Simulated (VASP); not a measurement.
# SiC (F-43m) in VASP: further runs

Runs on SiC. Level: PBE. Tasks: single point.

Everything below comes from runs of VASP 6.6.1. Logs are shortened: lines on timing, memory, paths and dates and some standing lists are left out, and cuts for length are marked.

### Step 1. The cell of the first run

Symmetry: F-43m, No. 216, cubic system. Conventional cell: a = 4.424 Å, b = 4.424 Å, c = 4.424 Å, α = 90.00°, β = 90.00°, γ = 90.00°. Within 2.5 Å of Si (site symmetry -43m) lie 4 C at 1.92 Å. Within 2.5 Å of C (site symmetry -43m) lie 4 Si at 1.92 Å.

### Step 2. Single point, PBE (equal strain along all axes, cell held: +1.0 %)

The input, INCAR:

```
PREC = Accurate
ENCUT = 520
EDIFF = 1E-6
ISMEAR = 0
SIGMA = 0.02
LREAL = False
LASPH = True
NELM = 100
ALGO = Normal
ISIF = 2
LWAVE = False
LCHARG = True
GGA = PE
LELF = True
LVHAR = True
NBANDS = 16
```

The input, KPOINTS:

```
regular mesh
0
Gamma
  10 10 6
```

The input, POSCAR:

```
SiC
1.0
    2.2117616006      2.2117616006      0.0000000000
   -2.2117616006      2.2117616006      0.0000000000
    0.0000000000      0.0000000000      4.4235232011
Si C
2 2
Direct
    0.5000000000      0.0000000000      0.7500000000
    0.0000000000      0.5000000000      0.2500000000
    0.0000000000      0.0000000000      0.0000000000
    0.5000000000      0.5000000000      0.5000000000
```

Potentials or basis: VASP PAW PBE potentials, release 64 (Si, C).

Run with:

```console
cat potpaw_PBE.64/Si/POTCAR potpaw_PBE.64/C/POTCAR > POTCAR
mpirun -np 1 vasp_std > vasp.out
```

OUTCAR:

```text
PREC = Accurate
   ENCUT = 520
   EDIFF = 1E-6
   ISMEAR = 0
   LREAL = False
   LASPH = True
   NELM = 100
   ISIF = 2
   GGA = PE

 ion  position               nearest neighbor table
   1  0.500  0.000  0.750-   3 1.92   4 1.92   4 1.92   3 1.92   2 3.13   2 3.13   2 3.13   2 3.13
                             2 3.13   2 3.13   2 3.13   2 3.13
   2  0.000  0.500  0.250-   3 1.92   4 1.92   3 1.92   4 1.92   1 3.13   1 3.13   1 3.13   1 3.13
                             1 3.13   1 3.13   1 3.13   1 3.13
   3  0.000  0.000  0.000-   1 1.92   2 1.92   2 1.92   1 1.92
   4  0.500  0.500  0.500-   1 1.92   2 1.92   1 1.92   2 1.92

  LATTYP: Found a simple tetragonal cell.
 ALAT       =     3.1279032523
 C/A-ratio  =     1.4142135623

  Lattice vectors:

 A1 = (   2.2117616006,   2.2117616006,   0.0000000000)
 A2 = (  -2.2117616006,   2.2117616006,   0.0000000000)
 A3 = (   0.0000000000,   0.0000000000,   4.4235232011)

Analysis of symmetry for initial positions (statically):
=====================================================================
 Subroutine PRICEL returns following result:

  LATTYP: Found a face centered cubic cell.
 ALAT       =     4.4235232012

  Lattice vectors:

 A1 = (   0.0000000000,  -2.2117616006,  -2.2117616006)
 A2 = (   2.2117616006,   0.0000000000,  -2.2117616005)
 A3 = (   2.2117616006,  -2.2117616006,   0.0000000000)

   2 primitive cells build up your supercell.

 Routine SETGRP: Setting up the symmetry group for a
 simple tetragonal supercell.

 Subroutine GETGRP returns: Found  8 space group operations
 (whereof  8 operations were pure point group operations)
 out of a pool of 16 trial point group operations.

The static configuration has the point symmetry D_2d.

Analysis of symmetry for dynamics (positions and initial velocities):
=====================================================================
 Subroutine PRICEL returns following result:

  LATTYP: Found a face centered cubic cell.
 ALAT       =     4.4235232012

  Lattice vectors:

 A1 = (   0.0000000000,  -2.2117616006,  -2.2117616006)
 A2 = (   2.2117616006,   0.0000000000,  -2.2117616005)
 A3 = (   2.2117616006,  -2.2117616006,   0.0000000000)

   2 primitive cells build up your supercell.

 Routine SETGRP: Setting up the symmetry group for a
 simple tetragonal supercell.

 Subroutine GETGRP returns: Found  8 space group operations
[... 103 lines left out ...]
   EDIFF  = 0.1E-05   stopping-criterion for ELM
   LREAL  =      F    real-space projection
   EDIFFG = 0.1E-04   stopping-criterion for IOM
   NSW    =      0    number of steps for IOM
   IBRION =     -1    ionic relax: 0-MD 1-quasi-New 2-CG
   NFREE  =      0    steps in history (QN), initial steepest desc. (CG)
   ISIF   =      2    stress and relaxation
   ISYM   =      2    0-nonsym 1-usesym 2-fastsym
   POTIM  = 0.5000    time-step for ionic-motion
   TEBEG  =    0.0;   TEEND  =   0.0 temperature during run
   PSTRESS=    0.0 pullay stress
   NELECT =      16.0000    total number of electrons
   NUPDOWN=      -1.0000    fix difference up-down
   EMIN   =  10.00;   EMAX   =-10.00  energy-range for DOS
   EFERMI =   0.00;   METHOD = LEGACY
   ISMEAR =     0;   SIGMA  =   0.02  broadening in eV -4-tet -1-fermi 0-gaus
   EFERMI_NEDOS =   21; number of points for ismear=-14 and -15
   IALGO  =     38    algorithm
   IMIX   =      4    mixing-type and parameters
     AMIX     =   0.40;   BMIX     =  1.00
     AMIX_MAG =   1.60;   BMIX_MAG =  1.00
  volume/ion in A,a.u.               =      10.82        73.01
  Fermi-wavevector in a.u.,A,eV,Ry     =   1.174960  2.220353 18.783273  1.380532
  Thomas-Fermi vector in A             =   2.311349
   LORBIT       =      0    0 simple, 1 ext, 2 COOP (PROOUT), +10 PAW based schemes
   GGA     = PE    functional components
   LHFCALC =     F    Hartree Fock is set to
   AEXX    =    0.0000 exact exchange contribution
   IVDW    =     0    specifies the selected vdW correction
   LEPSILON=     F    determine dielectric tensor
   LRPA    =     F    only Hartree local field effects (RPA)
 non-spin polarized calculation
 Gauss-broadening in eV      SIGMA  =   0.02
  energy-cutoff  :      520.00
  volume of cell :       43.28
 maximum number of plane-waves:      1208
 NGX is ok and might be reduce to    24
   NGX = 11   NGY = 11   NGZ = 17

 number of electron      15.9999997 magnetization

 Free energy of the ion-electron system (eV)
  ---------------------------------------------------
  ext. energy  EPLUGINS =         0.00000000
  ---------------------------------------------------
  free energy    TOTEN  =       -30.09751250 eV

  energy without entropy =      -30.09751250  energy(sigma->0) =      -30.09751250

 E-fermi :   7.7102     XC(G=0): -11.1617

 val. band max:        7.6122386759   @ k =   0.0000   0.0000   0.0000
 cond. band min:       9.0093216375   @ k =   0.0000   0.0000   0.0000
 fundamental gap:      1.3970829616
 Fermi energy:         7.7101601143

 k-point     1 :       0.0000    0.0000    0.0000
  band No.  band energies     occupation
      1      -7.4439      2.00000
      2      -2.6350      2.00000
      3      -0.0443      2.00000
      4       4.5142      2.00000
      5       4.5142      2.00000
      6       7.6122      2.00000
[... 433 lines left out ...]
      3       0.7585      2.00000
      4       3.1871      2.00000
      5       4.7794      2.00000
      6       5.0178      2.00000
[... 8 lines left out ...]
     15      18.8589      0.00000
     16      19.0161      0.00000

 [... further k-points ...]

------------------------ aborting loop because EDIFF is reached ----------------------------------------

  FORCE on cell =-STRESS in cart. coord.  units (eV):
  Direction    XX          YY          ZZ          XY          YZ          ZX
  --------------------------------------------------------------------------------------
  -------------------------------------------------------------------------------------
  Total       -1.6266069     -1.6266069     -1.6274638      0.0000000      0.0000000      0.0000000
  in kB      -60.2168812    -60.2168812    -60.2486049      0.0000000      0.0000000      0.0000000
  external PRESSURE =     -60.2274558 kB  Pullay stress =       0.0000000 kB

 VOLUME and BASIS-vectors are now :
 -----------------------------------------------------------------------------
  energy-cutoff  :      520.00
  volume of cell :       43.28
      direct lattice vectors                 reciprocal lattice vectors
     2.211761601  2.211761601  0.000000000     0.226064147  0.226064147  0.000000000
    -2.211761601  2.211761601  0.000000000    -0.226064147  0.226064147  0.000000000
     0.000000000  0.000000000  4.423523201     0.000000000  0.000000000  0.226064147

 POSITION                                       TOTAL-FORCE (eV/Angst)
 -----------------------------------------------------------------------------------
      1.10588      1.10588      3.31764        -0.000000     -0.000000      0.000000
     -1.10588      1.10588      1.10588        -0.000000     -0.000000      0.000000
      0.00000      0.00000      0.00000         0.000000      0.000000      0.000000
      0.00000      2.21176      2.21176        -0.000000      0.000000     -0.000000
 -----------------------------------------------------------------------------------
    total drift:                               -0.000000      0.000000     -0.000000

  FREE ENERGIE OF THE ION-ELECTRON SYSTEM (eV)
  ---------------------------------------------------
  free  energy   TOTEN  =       -30.0975124974 eV

  energy  without entropy=      -30.0975124974  energy(sigma->0) =      -30.09751250
```

stdout:

```text
POSCAR found type information on POSCAR SiC
 POSCAR found :  2 types and       4 ions
 scaLAPACK will be used
 LDA part: xc-table for (Slater+PW92), standard interpolation
 POSCAR, INCAR and KPOINTS ok, starting setup
 FFT: planning ... GRIDC
 FFT: planning ... GRID_SOFT
 FFT: planning ... GRID
 WAVECAR not read
 entering main loop
```

It took 56 s on 1 thread of Intel Xeon 8259CL, shared host; peak memory 0.18 GiB.

Results:

```yaml
Free_energy: -30.0975 eV
Pressure: -6.0 GPa
Band_gap_on_the_k_mesh: 1.40 eV
```

Caveat: the cell differs from its parent crystal (equal strain along all axes, cell held: +1.0 %); the cell stands under tension.

### Step 3. Single point, PBE

The input, INCAR:

```
SYSTEM = SiC
ALGO = Normal ; EDIFF = 1E-6
ENCUT = 520 ; GGA = PE
ISIF = 2 ; ISMEAR = 0
LASPH = .TRUE. ; LCHARG = .FALSE.
LREAL = .FALSE. ; LWAVE = .FALSE.
NBANDS = 16 ; NELM = 60
PREC = Accurate ; SIGMA = 0.02
```

The input, KPOINTS:

```
k-points
0
G
  10 10 6
  0 0 0
```

POSCAR is that of step 2.

Potentials or basis: VASP PAW PBE potentials, release 64 (Si, C).

Run with:

```console
cat potpaw_PBE.64/Si/POTCAR potpaw_PBE.64/C/POTCAR > POTCAR
mpirun -np 1 vasp_std > vasp.out
```

It took 53 s on 1 thread of Intel Xeon 8259CL, shared host; peak memory 0.18 GiB.

It converged, with:

- Free energy: -30.0975 eV
- Pressure: -6.0 GPa
- Band gap on the k mesh: 1.40 eV

Levels at points of the mesh, in eV from the valence-band top:
```tsv
k point	band 4	band 5	band 6	band 7	band 8	band 9	band 10	band 11	band 12	band 13
(0.00, 0.00, 0.00)	-3.10	-3.10	0.00	0.00	0.00	1.40	4.17	5.71	7.00	7.00
(0.50, 0.00, 0.00)	-5.85	-4.21	-4.21	-1.17	-1.17	5.37	5.37	8.39	8.39	8.75
(0.50, 0.50, 0.00)	-7.66	-3.10	-3.10	-3.10	-3.10	1.40	1.40	4.17	4.17	13.52
(0.00, 0.00, 0.50)	-3.35	-1.88	-1.88	-1.88	-1.88	3.92	3.92	6.13	6.13	10.18
(0.50, 0.00, 0.50)	-8.29	-1.04	-1.04	-1.04	-1.04	5.03	5.03	7.05	7.05	7.05
(0.50, 0.50, 0.50)	-6.96	-4.79	-4.79	-4.51	-4.51	5.15	5.15	8.98	8.98	9.08
```

Caveat: the cell stands under tension.

### Step 4. Single point, PBE (equal strain along all axes, cell held: +2.0 %)

The input, INCAR:

```
PREC = Accurate ; ENCUT = 520
EDIFF = 1E-6 ; ISMEAR = 0
SIGMA = 0.02 ; LREAL = F
LASPH = T ; NELM = 60
ALGO = Normal ; ISIF = 2
LWAVE = F ; LCHARG = F
GGA = PE ; NBANDS = 16
```

The input, KPOINTS:

```
regular mesh
0
Gamma
  10 10 6
```

The input, POSCAR:

```
SiC
1.0
    2.2336602303      2.2336602303      0.0000000000
   -2.2336602303      2.2336602303      0.0000000000
    0.0000000000      0.0000000000      4.4673204606
Si C
2 2
Direct
    0.5000000000      0.0000000000      0.7500000000
    0.0000000000      0.5000000000      0.2500000000
    0.0000000000      0.0000000000      0.0000000000
    0.5000000000      0.5000000000      0.5000000000
```

Run with:

```console
cat potpaw_PBE.64/Si/POTCAR potpaw_PBE.64/C/POTCAR > POTCAR
mpirun -np 1 vasp_std > vasp.out
```

Run time: 58 s. Hardware: 1 thread of Intel Xeon 8259CL, shared host; peak memory 0.18 GiB.

It converged, with:

```yaml
Free_energy: -30.0273 eV
Pressure: -11.3 GPa
Band_gap_on_the_k_mesh: 1.42 eV
```

Levels at points of the mesh, in eV from the valence-band top:
| k point | band 5 | band 6 | band 7 | band 8 | band 9 | band 10 | band 11 | band 12 |
| --- | --- | --- | --- | --- | --- | --- | --- | --- |
| (0.00, 0.00, 0.00) | -3.04 | 0.00 | 0.00 | 0.00 | 1.42 | 4.07 | 5.37 | 6.81 |
| (0.50, 0.00, 0.00) | -4.13 | -4.13 | -1.15 | -1.15 | 5.27 | 5.27 | 8.15 | 8.15 |
| (0.50, 0.50, 0.00) | -3.04 | -3.04 | -3.04 | -3.04 | 1.42 | 1.42 | 4.07 | 4.07 |
| (0.00, 0.00, 0.50) | -1.85 | -1.85 | -1.85 | -1.85 | 3.83 | 3.83 | 5.99 | 5.99 |
| (0.50, 0.00, 0.50) | -1.03 | -1.03 | -1.03 | -1.03 | 4.77 | 4.77 | 6.93 | 6.93 |
| (0.50, 0.50, 0.50) | -4.66 | -4.66 | -4.40 | -4.40 | 5.11 | 5.11 | 8.67 | 8.67 |

Caveat: the cell differs from its parent crystal (equal strain along all axes, cell held: +2.0 %); the cell stands under tension.
